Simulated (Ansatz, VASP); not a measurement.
**ZnSe in VASP and in Ansatz**

```
CELL_PARAMETERS angstrom
0.00000 2.83380 2.83380
2.83380 0.00000 2.83380
2.83380 2.83380 0.00000
ATOMIC_POSITIONS crystal
Se 0.75000 0.75000 0.75000
Zn 0.00000 0.00000 0.00000
```

Alike in both runs: task single point; functional PBE; k mesh 8 × 8 × 8; occupations gaussian, width 0.021 eV; no spin polarisation.

|  | VASP | Ansatz |
| --- | --- | --- |
| version | VASP 6.6.1 | Ansatz 0.2.0 |
| potentials or method | VASP PAW PBE potentials, release 64 (Se, Zn), cutoff 520 eV | all-electron LAPW, scalar-relativistic |

|  | VASP | Ansatz | Ansatz less VASP |
| --- | --- | --- | --- |
| gap on the k mesh at the Fermi level (eV) | 1.29 | 1.29 | 0.000 |
| least direct gap on the mesh (eV) | 1.29 | 1.29 | 0.000 |
| pressure (GPa) | 2.3 | 2.1 | -0.22 |

Ansatz ran all-electron here, and VASP with PAW potentials.
